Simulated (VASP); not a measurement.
Here is a VASP 6.6.1 calculation.

The input INCAR:

```
SYSTEM = AlN
PREC = Accurate ; ENCUT = 520
EDIFF = 1E-6 ; ISMEAR = 0
SIGMA = 0.05 ; LREAL = .FALSE.
LASPH = .TRUE. ; NELM = 100
ALGO = Normal ; ISIF = 2
LWAVE = .FALSE. ; LCHARG = .FALSE.
GGA = PE ; NBANDS = 16
```

KPOINTS

```
regular mesh
0
G
  9 9 6
  0 0 0
```

The input POSCAR:

```
AlN
1.0
    3.4792000000      0.0000000000      0.0000000000
   -1.7396000000      3.0130755848      0.0000000000
    0.0000000000      0.0000000000      3.8107000000
Al N
2 2
Direct
    0.3333333333      0.6666666667      0.7500000000
    0.6666666667      0.3333333333      0.2500000000
    0.3333333333      0.6666666667      0.2500000000
    0.6666666667      0.3333333333      0.7500000000
```

Potentials or basis: VASP PAW PBE potentials, release 64 (Al, N).

The run is started by

```console
$ cat potpaw_PBE.64/Al/POTCAR potpaw_PBE.64/N/POTCAR > POTCAR
$ mpirun -np 1 vasp_std > vasp.out
```

Question: Estimate the band gap on the k mesh.

Answer: 3.61 eV, indirect (least direct gap 3.69 eV).

Question: Estimate the pressure.

Answer: 3.0 GPa.

Stress tensor (GPa, compression positive):
```
-7.71  0.00  0.00
 0.00 -7.71  0.00
 0.00  0.00 24.51
```

A k mesh can miss the band edges.
